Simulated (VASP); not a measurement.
**Al: single point with PBE+D3(BJ)**

Al:

```
Al
1.0
     0.00000    2.26449    1.53917
     2.26449    0.00000    1.53917
     2.26449    2.26449    0.00000
Al
1
Direct
  0.00000 0.00000 0.00000
```

This cell differs from its parent crystal: volume 15.785 Å^3 an atom, c/a of the conventional cell 0.6797.

```yaml
Program: VASP 6.6.1
Task: single point
Functional: PBE
Dispersion: D3(BJ)
Potentials_or_basis: VASP PAW PBE potentials, release 64 (Al)
Cutoff: 520 eV
k_mesh: 22 × 22 × 22
Occupations: gaussian, width 0.15 eV
Spin: no spin polarisation
Dipole_correction: no
Further_INCAR_settings: ALGO = Normal; EDIFF = 1e-06; NBANDS = 8
```

```yaml
Pressure: 1.8 GPa
Dispersion_energy_per_atom: -0.352 eV
```

Stress tensor (GPa, compression positive):
```
2.27 0.00 0.00
0.00 2.27 0.00
0.00 0.00 0.93
```

Levels at points of the mesh, in eV from the Fermi level:
```
           k point  band 1  band 2  band 3  band 4  band 5  band 6
(0.00, 0.00, 0.00)  -11.45   12.91   13.88   13.88   15.13   15.13
(0.50, 0.00, 0.00)   -4.42   -3.78    8.10    8.26    9.96   11.67
(0.50, 0.50, 0.00)    1.57    1.57    2.69    2.72    3.01    6.25
(0.50, 0.00, 0.50)   -4.62   -4.17    8.97    9.05   10.96   12.07
```

Wall time 25 s on 1 thread of Intel(R) Xeon(R) 6975P-C (Granite Rapids) (shared host), peak memory 0.2 GiB.

Caveat: pairwise dispersion overbinds metals, which lowers pressure and volume.
